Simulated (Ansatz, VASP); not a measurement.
## One calculation of MnHg, two programs

Contents of INCAR:

```
  PREC = Accurate
  ENCUT = 520
  EDIFF = 1E-6
  ISMEAR = -1
  SIGMA = 0.05
  LREAL = F
  LASPH = T
  NELM = 150
  ALGO = Normal
  ISIF = 2
  LWAVE = F
  LCHARG = T
  ISPIN = 2
  MAGMOM = 4 0
  LORBIT = 11
  LMAXMIX = 4
  LELF = T
  LVHAR = T
  NBANDS = 24
```

File KPOINTS:

```
regular mesh
0
Gamma
  10 10 10
```

The input POSCAR:

```
MnHg
1.0
    3.2880000000      0.0000000000      0.0000000000
    0.0000000000      3.2880000000      0.0000000000
    0.0000000000      0.0000000000      3.3130000000
Mn Hg
1 1
Direct
    0.5000000000      0.5000000000      0.5000000000
    0.0000000000      0.0000000000      0.0000000000
```

Input for Ansatz:

```yaml
crystal:
  lattice:
    - [3.288, 0.0, 0.0]
    - [0.0, 3.288, 0.0]
    - [0.0, 0.0, 3.313]
  atoms:
    - { symbol: Mn, position: [0.5, 0.5, 0.5], spin: 4.0 }
    - { symbol: Hg, position: [0.0, 0.0, 0.0] }
magnetization:
  spin_polarized: true
kpoints:
  mp_grid: { grid: [10, 10, 10] }
scf:
  occupations: { method: fermi_dirac, width: 0.05 }
  lower_state_search: "off"
hamiltonian:
  xc: lda
  pseudopotentials: { kind: paw }
output:
  forces: true
  stress: true
  eigenvalues: true
```

Alike in both runs: task single point; functional LDA; k mesh 10 × 10 × 10; occupations fermi-dirac, width 0.05 eV; collinear spin.

|  | VASP | Ansatz |
| --- | --- | --- |
| version | VASP 6.6.1 | Ansatz 0.2.0 |
| potentials or method | VASP PAW LDA potentials, release 64 (Mn_pv, Hg) | PAW with Ansatz's default frozen-core files, scalar-relativistic |
| plane-wave cutoff (eV) | 520 | 420 |
| valence electrons in the cell | 25 | 35 |

VASP gave:

```
pressure (GPa)                                                : -8.7
net moment per atom (μB)                                      : 1.85
size of the moment on the site where the two differ most (μB) : 3.60
```

Question: What did Ansatz give for the same quantities?

Answer: Pressure (GPa): -8.8; net moment per atom (μB): 1.89; size of the moment on the site where the two differ most (μB): 3.72.

LDA's correlation is that of Perdew and Zunger in VASP and of Perdew and Wang (1992) in Ansatz. Site moments also hang on the region over which each program counts them. VASP's potentials hold 25 valence electrons a cell and Ansatz's 35, so a difference there can come from the potentials and not from the codes.

Neither program's run includes spin-orbit coupling.
